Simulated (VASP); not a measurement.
# Ta3Cu (I4/mmm) in VASP: notebook, part 2 of 2

VASP 6.6.1. Earlier steps stand in the parts before.

**3. Single point, PBE**

This run uses another cell than the first one, of 16.98 Å³/atom.

INCAR

```
SYSTEM = Ta3Cu
ALGO = Fast ; EDIFF = 1E-7
ENCUT = 520 ; GGA = PE
ISIF = 2 ; ISMEAR = 0
LASPH = .TRUE. ; LCHARG = .FALSE.
LREAL = .FALSE. ; LWAVE = .FALSE.
NBANDS = 30 ; NELM = 100
PREC = Accurate ; SIGMA = 0.1
```

KPOINTS

```
k-points
0
G
  16 16 16
  0 0 0
```

POSCAR

```
Ta3Cu
1.0
   -2.0098424580      2.0098424580      4.2044223232
    2.0098424580     -2.0098424580      4.2044223232
    2.0098424580      2.0098424580     -4.2044223232
Ta Cu
3 1
Direct
    0.7500000000      0.2500000000      0.5000000000
    0.2500000000      0.7500000000      0.5000000000
    0.5000000000      0.5000000000      0.0000000000
    0.0000000000      0.0000000000      0.0000000000
```

Potentials or basis: VASP PAW PBE potentials, release 64 (Ta_pv, Cu).

On the command line:

```bash
> cat potpaw_PBE.64/Ta_pv/POTCAR potpaw_PBE.64/Cu/POTCAR > POTCAR
> mpirun -np 1 vasp_std > vasp.out
```

OUTCAR:

```text
SYSTEM = Ta3Cu
   EDIFF = 1E-7
   ENCUT = 520
   GGA = PE
   ISIF = 2
   ISMEAR = 0
   LASPH = .TRUE.
   LREAL = .FALSE.
   NELM = 100
   PREC = Accurate

 ion  position               nearest neighbor table
   1  0.750  0.250  0.500-   2 2.84   2 2.84   2 2.84   2 2.84   4 2.91   3 2.91   4 2.91   3 2.91
                             3 2.91   3 2.91   4 2.91   4 2.91
   2  0.250  0.750  0.500-   1 2.84   1 2.84   1 2.84   1 2.84   4 2.91   3 2.91   4 2.91   3 2.91
                             4 2.91   4 2.91   3 2.91   3 2.91
   3  0.500  0.500  0.000-   4 2.84   4 2.84   4 2.84   4 2.84   2 2.91   1 2.91   2 2.91   1 2.91
                             2 2.91   2 2.91   1 2.91   1 2.91
   4  0.000  0.000  0.000-   3 2.84   3 2.84   3 2.84   3 2.84   2 2.91   1 2.91   2 2.91   1 2.91
                             1 2.91   1 2.91   2 2.91   2 2.91

  LATTYP: Found a body centered tetragonal cell.
 ALAT       =     4.0196849160
 C/A-ratio  =     2.0919163621

  Lattice vectors:

 A1 = (  -2.0098424580,   2.0098424580,   4.2044223232)
 A2 = (   2.0098424580,  -2.0098424580,   4.2044223232)
 A3 = (   2.0098424580,   2.0098424580,  -4.2044223232)

Analysis of symmetry for initial positions (statically):
=====================================================================
 Subroutine PRICEL returns:
 Original cell was already a primitive cell.

 Routine SETGRP: Setting up the symmetry group for a
 body centered tetragonal supercell.

 Subroutine GETGRP returns: Found 16 space group operations
 (whereof 16 operations were pure point group operations)
 out of a pool of 16 trial point group operations.

The static configuration has the point symmetry D_4h.

Analysis of symmetry for dynamics (positions and initial velocities):
=====================================================================
 Subroutine PRICEL returns:
 Original cell was already a primitive cell.

 Routine SETGRP: Setting up the symmetry group for a
 body centered tetragonal supercell.

 Subroutine GETGRP returns: Found 16 space group operations
 (whereof 16 operations were pure point group operations)
 out of a pool of 16 trial point group operations.

The dynamic configuration has the point symmetry D_4h.

 Subroutine INISYM returns: Found 16 space group operations
 (whereof 16 operations are pure point group operations),
 and found     1 'primitive' translations

----------------------------------------------------------------------------------------

                                     Primitive cell

  volume of cell :      67.9345

  direct lattice vectors                    reciprocal lattice vectors
    -2.009842458  2.009842458  4.204422323     0.000000000  0.248775718  0.118922402
     2.009842458 -2.009842458  4.204422323     0.248775718  0.000000000  0.118922402
     2.009842458  2.009842458 -4.204422323     0.248775718  0.248775718  0.000000000

  length of vectors
     5.075046845  5.075046845  5.075046845     0.275738817  0.275738817  0.351821994

  position of ions in fractional coordinates (direct lattice)
     0.750000000  0.250000000  0.500000000
     0.250000000  0.750000000  0.500000000
     0.500000000  0.500000000  0.000000000
     0.000000000  0.000000000  0.000000000

  ion indices of the primitive-cell ions
   primitive index   ion index
                 1           1
[... 31 lines left out ...]
            Coordinates               Weight
  0.000000  0.000000  0.000000      1.000000
  0.062500  0.000000  0.000000      8.000000
  0.125000  0.000000  0.000000      8.000000
  0.187500  0.000000  0.000000      8.000000
  0.250000  0.000000  0.000000      8.000000
  0.312500  0.000000  0.000000      8.000000
[... 16 lines left out ...]
 -0.125000  0.062500  0.000000     16.000000
 -0.062500  0.062500  0.000000      4.000000
 [... further k-points ...]
   k-points           NKPTS =    349   k-points in BZ     NKDIM =    349   number of bands    NBANDS=     30
   number of dos      NEDOS =    301   number of ions     NIONS =      4
   total plane-waves  NPLWV =  64000
   dimension x,y,z NGX =    40 NGY =   40 NGZ =   40
   dimension x,y,z NGXF=    80 NGYF=   80 NGZF=   80
   ions per type =               3   1
   NGX,Y,Z   is equivalent  to a cutoff of  13.10, 13.10, 13.10 a.u.
   NGXF,Y,Z  is equivalent  to a cutoff of  26.21, 26.21, 26.21 a.u.
 SYSTEM =  Ta3Cu
   PREC   = accura    normal or accurate (medium, high low for compatibility)
   ISTART =      0    job   : 0-new  1-cont  2-samecut
   ICHARG =      2    charge: 1-file 2-atom 10-const
   ISPIN  =      1    spin polarized calculation?
   LNONCOLLINEAR =      F non collinear calculations
   LSORBIT =      F    spin-orbit coupling
   LASPH  =      T    aspherical Exc in radial PAW
   ENCUT  =  520.0 eV  38.22 Ry    6.18 a.u.   9.44  9.44  9.44*2*pi/ulx,y,z
   NELM   =    100;   NELMIN=  2; NELMDL= -5     # of ELM steps
   EDIFF  = 0.1E-06   stopping-criterion for ELM
   LREAL  =      F    real-space projection
   EDIFFG = 0.1E-05   stopping-criterion for IOM
   NSW    =      0    number of steps for IOM
   IBRION =     -1    ionic relax: 0-MD 1-quasi-New 2-CG
   NFREE  =      0    steps in history (QN), initial steepest desc. (CG)
   ISIF   =      2    stress and relaxation
   ISYM   =      2    0-nonsym 1-usesym 2-fastsym
   POTIM  = 0.5000    time-step for ionic-motion
   TEBEG  =    0.0;   TEEND  =   0.0 temperature during run
   PSTRESS=    0.0 pullay stress
   NELECT =      44.0000    total number of electrons
   NUPDOWN=      -1.0000    fix difference up-down
   EMIN   =  10.00;   EMAX   =-10.00  energy-range for DOS
   EFERMI =   0.00;   METHOD = LEGACY
   ISMEAR =     0;   SIGMA  =   0.10  broadening in eV -4-tet -1-fermi 0-gaus
   EFERMI_NEDOS =   21; number of points for ismear=-14 and -15
   IALGO  =     68    algorithm
   IMIX   =      4    mixing-type and parameters
     AMIX     =   0.40;   BMIX     =  1.00
     AMIX_MAG =   1.60;   BMIX_MAG =  1.00
  volume/ion in A,a.u.               =      16.98       114.61
  Fermi-wavevector in a.u.,A,eV,Ry     =   1.416432  2.676668 27.297075  2.006278
  Thomas-Fermi vector in A             =   2.537767
   LORBIT       =      0    0 simple, 1 ext, 2 COOP (PROOUT), +10 PAW based schemes
   GGA     = PE    functional components
   LHFCALC =     F    Hartree Fock is set to
   AEXX    =    0.0000 exact exchange contribution
   IVDW    =     0    specifies the selected vdW correction
   LEPSILON=     F    determine dielectric tensor
   LRPA    =     F    only Hartree local field effects (RPA)
 non-spin polarized calculation
 RMM-DIIS sequential band-by-band and
 Gauss-broadening in eV      SIGMA  =   0.10
  energy-cutoff  :      520.00
  volume of cell :       67.93
 maximum number of plane-waves:      1863
 NGX is ok and might be reduce to    40
   NGX = 19   NGY = 19   NGZ = 19

 number of electron      43.9999993 magnetization

 Free energy of the ion-electron system (eV)
  ---------------------------------------------------
  ext. energy  EPLUGINS =         0.00000000
  ---------------------------------------------------
  free energy    TOTEN  =       -38.51962438 eV

  energy without entropy =      -38.50032953  energy(sigma->0) =      -38.50997695

 E-fermi :   5.9825     XC(G=0): -12.4697

 val. band max:        5.9795365003   @ k =  -0.2500  -0.2500   0.1250
 cond. band min:       5.9828448534   @ k =   0.0625   0.0625   0.0000
 fundamental gap:      0.0033083531
 Fermi energy:         5.9825487212

 k-point     1 :       0.0000    0.0000    0.0000
  band No.  band energies     occupation
      1     -28.6422      2.00000
      2     -28.4885      2.00000
      3     -28.4885      2.00000
      4     -28.2921      2.00000
      5     -28.2921      2.00000
      6     -28.1422      2.00000
[... 781 lines left out ...]
     29      10.6058      0.00000
     30      11.1269      0.00000

 [... further k-points ...]

------------------------ aborting loop because EDIFF is reached ----------------------------------------

  FORCE on cell =-STRESS in cart. coord.  units (eV):
  Direction    XX          YY          ZZ          XY          YZ          ZX
  --------------------------------------------------------------------------------------
  -------------------------------------------------------------------------------------
  Total        0.1306430      0.1306430      0.0550432      0.0000000     -0.0000000      0.0000000
  in kB        3.0811029      3.0811029      1.2981467      0.0000000     -0.0000000      0.0000000
  external PRESSURE =       2.4867842 kB  Pullay stress =       0.0000000 kB

 VOLUME and BASIS-vectors are now :
 -----------------------------------------------------------------------------
  energy-cutoff  :      520.00
  volume of cell :       67.93
      direct lattice vectors                 reciprocal lattice vectors
    -2.009842458  2.009842458  4.204422323     0.000000000  0.248775718  0.118922402
     2.009842458 -2.009842458  4.204422323     0.248775718  0.000000000  0.118922402
     2.009842458  2.009842458 -4.204422323     0.248775718  0.248775718  0.000000000

 POSITION                                       TOTAL-FORCE (eV/Angst)
 -----------------------------------------------------------------------------------
     -0.00000      2.00984      2.10221        -0.000000     -0.000000      0.000000
      2.00984     -0.00000      2.10221         0.000000      0.000000     -0.000000
      0.00000      0.00000      4.20442         0.000000      0.000000      0.000000
      0.00000      0.00000      0.00000         0.000000      0.000000      0.000000
 -----------------------------------------------------------------------------------
    total drift:                               -0.000000     -0.000000      0.000000

  FREE ENERGIE OF THE ION-ELECTRON SYSTEM (eV)
  ---------------------------------------------------
  free  energy   TOTEN  =       -38.5196243817 eV

  energy  without entropy=      -38.5003295256  energy(sigma->0) =      -38.50997695
```

Wall time 27 min (1 thread of Intel Xeon Platinum 8488C (Sapphire Rapids), shared host); peak memory 0.73 GiB.

Results:

```yaml
Free_energy: -38.5196 eV
Pressure: 0.2 GPa
Band_gap_on_the_k_mesh: zero (bands 22 and 23 overlap by 1.20 eV)
```

Caveat: spin-orbit coupling is left out, which moves the levels of the heavy elements.

The gap in the log of VASP goes by the Fermi energy; the results here count the filled bands.